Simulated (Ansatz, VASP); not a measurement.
**One calculation of CuI, two programs**

POSCAR

```
CuI
1.0
    4.0947523411      0.0000000000      0.0000000000
   -2.0473761706      3.5461595496      0.0000000000
    0.0000000000      0.0000000000      7.2100234404
Cu I
2 2
Direct
    0.6666666667      0.3333333333      0.5926419590
    0.3333333333      0.6666666667      0.4073580410
    0.3333333333      0.6666666667      0.7644976531
    0.6666666667      0.3333333333      0.2355023469
```

Contents of INCAR.step1:

```
PREC = Accurate ; ENCUT = 520
ISMEAR = 0 ; SIGMA = 0.01
LREAL = F ; LASPH = T
NELM = 80 ; NBANDS = 26
GGA = PE ; ALGO = Normal
EDIFF = 1E-4 ; LWAVE = T
LCHARG = F
```

The input INCAR.step2:

```
PREC = Accurate ; ENCUT = 520
EDIFF = 1E-7 ; ISMEAR = 0
SIGMA = 0.01 ; LREAL = F
LASPH = T ; NELM = 80
ALGO = Normal ; ISIF = 2
LWAVE = F ; LCHARG = F
METAGGA = R2SCAN ; LMIXTAU = T
NBANDS = 26 ; ISTART = 1
```

Contents of KPOINTS:

```
Automatic mesh
0
Gamma
  12 12 4
```

Input for Ansatz:

```yaml
crystal:
  lattice:
    - [4.0947523411, 0.0, 0.0]
    - [-2.0473761706, 3.5461595496, 0.0]
    - [0.0, 0.0, 7.2100234404]
  atoms:
    - { symbol: Cu, position: [0.6666666667, 0.3333333333, 0.592641959] }
    - { symbol: Cu, position: [0.3333333333, 0.6666666667, 0.407358041] }
    - { symbol: I, position: [0.3333333333, 0.6666666667, 0.7644976531] }
    - { symbol: I, position: [0.6666666667, 0.3333333333, 0.2355023469] }
kpoints:
  mp_grid: { grid: [12, 12, 4] }
  band_path:
    path:
      - [0.0, 0.0, 0.0]
      - [0.5, 0.0, 0.0]
      - [0.3333333333, 0.3333333333, 0.0]
      - [0.0, 0.0, 0.5]
      - [0.5, 0.0, 0.5]
      - [0.3333333333, 0.3333333333, 0.5]
    npoints: 1
hamiltonian:
  xc: r2scan
scf:
  occupations: { method: fixed }
  n_extra_bands: 5
output:
  forces: true
  stress: true
  eigenvalues: true
```

Alike in both runs: task single point; functional r2SCAN; k mesh 12 × 12 × 4; no spin polarisation.

|  | VASP | Ansatz |
| --- | --- | --- |
| version | VASP 6.6.1 | Ansatz 0.2.0 |
| potentials or method | VASP PAW PBE potentials, release 64 (Cu, I) | plane waves, PAW |
| plane-wave cutoff (eV) | 520 | 500 |
| occupations | gaussian, width 0.01 eV | fixed |
| valence electrons in the cell | 36 | 72 |

VASP gave:

```
gap on the k mesh at the Fermi level (eV) : 2.14
pressure (GPa)                            : 1.0
rms of the force components (eV/Å)        : 0.001
```

Problem. Estimate Ansatz's values.

Solution. gap on the k mesh at the Fermi level (eV): 2.14; pressure (GPa): 1.0; rms of the force components (eV/Å): 0.005.

VASP's potentials were made for PBE, not for r2SCAN. Atom by atom the forces differ by 0.004 eV/Å (rms over components). VASP's potentials hold 36 valence electrons a cell and Ansatz's 72, so a difference there can come from the potentials and not from the codes.

Spin-orbit coupling is off throughout.
